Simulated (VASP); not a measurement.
**LiBr: single point with PBE**

Crystal: LiBr.

```xyz
2
Lattice="0.0000 2.7506 2.7506 2.7506 0.0000 2.7506 2.7506 2.7506 0.0000" Properties=species:S:1:pos:R:3 pbc="T T T"
Li    0.0000    0.0000    0.0000
Br    2.7506    2.7506    2.7506
```

| Item | Value |
| --- | --- |
| Program | VASP 6.6.1 |
| Task | single point |
| Functional | PBE |
| Potentials or basis | VASP PAW PBE potentials, release 64 (Li_sv, Br) |
| Cutoff | 750 eV |
| k mesh | 6 × 6 × 6 |
| Occupations | gaussian, width 0.01 eV |
| Spin | no spin polarisation |

| Property | Result |
| --- | --- |
| Pressure | 0.1 GPa |
| Band gap on the k mesh | 4.94 eV, direct |

Levels at points of the mesh, in eV from the valence-band top:
| k point | band 3 | band 4 | band 5 | band 6 | band 7 | band 8 |
| --- | --- | --- | --- | --- | --- | --- |
| (0.00, 0.00, 0.00) | 0.00 | 0.00 | 0.00 | 4.94 | 10.50 | 10.50 |
| (0.50, 0.00, 0.00) | -2.88 | -0.26 | -0.26 | 5.62 | 8.11 | 8.11 |
| (0.50, 0.50, 0.00) | -2.88 | -1.14 | -1.14 | 6.25 | 7.11 | 11.62 |

It took 32 s on 1 thread of Intel Xeon 8259CL, on a shared host, peak memory 0.21 GiB.

Expect the measured gap to be larger: semilocal functionals such as PBE lack the derivative discontinuity.
